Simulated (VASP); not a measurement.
Re3Hg:

```xyz
4
Lattice="4.0535 0.0000 0.0000 0.0000 4.0535 0.0000 0.0000 0.0000 4.0535" Properties=species:S:1:pos:R:3 pbc="T T T"
Re    0.0000    2.0267    2.0267
Re    2.0267    0.0000    2.0267
Re    2.0267    2.0267    0.0000
Hg    0.0000    0.0000    0.0000
```

```yaml
Program: VASP 6.6.1
Task: relaxation of cell and atoms
Functional: PBE
Potentials_or_basis: VASP PAW PBE potentials, release 64 (Re, Hg)
Cutoff: 600 eV
k_mesh: 4 × 4 × 4
Occupations: gaussian, width 0.1 eV
Spin: no spin polarisation
```

At the start: pressure -11.8 GPa; volume 16.65 Å³/atom.

Q: Where does the relaxation end?

A: Over 4 steps the energy falls by 29.5 meV/atom and the volume is 15.89 Å³/atom (-4.5 %); space group Pm-3m (No. 221, to 0.05 Å).

Step by step:
```tsv
step	energy change (eV)	largest force (eV/Å)	pressure (GPa)	volume (Å³)
1	0.0000	0.0000	-11.78	66.60
2	1.0508	0.0000	53.04	55.48
3	-0.1176	0.0000	-0.67	63.70
4	-0.1179	0.0000	-0.13	63.58
```

Final structure:
```xyz
4
Lattice="3.9912 0.0000 0.0000 0.0000 3.9912 0.0000 0.0000 0.0000 3.9912" Properties=species:S:1:pos:R:3 pbc="T T T"
Re    0.0000    1.9956    1.9956
Re    1.9956    0.0000    1.9956
Re    1.9956    1.9956    0.0000
Hg    0.0000    0.0000    0.0000
```

Caveat: the k points lie up to 0.39 Å⁻¹ apart in the final cell.
